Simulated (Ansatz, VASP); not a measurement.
**Hf3Ta2O in VASP and in Ansatz**

```
Hf Ta O
1.0
     5.89246    0.00000    0.00000
    -2.94623    5.10302    0.00000
     0.00000    0.00000    4.53991
Hf Ta O
3 2 1
Direct
  0.50000 0.00000 0.50000
  0.50000 0.50000 0.50000
  0.00000 0.50000 0.50000
  0.33333 0.66667 0.00000
  0.66667 0.33333 0.00000
  0.00000 0.00000 0.00000
```

Change from the starting cell: species swapped into the ErCo3B2 type (P6/mmm, No. 191).

Alike in both runs: functional PBE; k mesh 6 × 6 × 6; occupations gaussian, width 0.1 eV; no spin polarisation.

Ansatz relaxed the structure, and its values are those at the end. VASP's run is a single point on that final structure, the one shown.

|  | VASP | Ansatz |
| --- | --- | --- |
| version | VASP 6.6.1 | Ansatz 0.2.0 |
| potentials or method | VASP PAW PBE potentials, release 64 (Hf_pv, Ta_pv, O), cutoff 520 eV | scalar-relativistic, plane waves, PAW |
| valence electrons in the cell | 58 | 110 |

```csv
,VASP,Ansatz,Ansatz less VASP
gap on the k mesh at the Fermi level (eV),none,none,-
pressure (GPa),-0.2,0.0,+0.25
```

A gap of «none» marks a metal or a gap that the smearing closes. VASP's potentials hold 58 valence electrons a cell and Ansatz's 110, so a difference there can come from the potentials and not from the codes.

Neither program's run includes spin-orbit coupling.
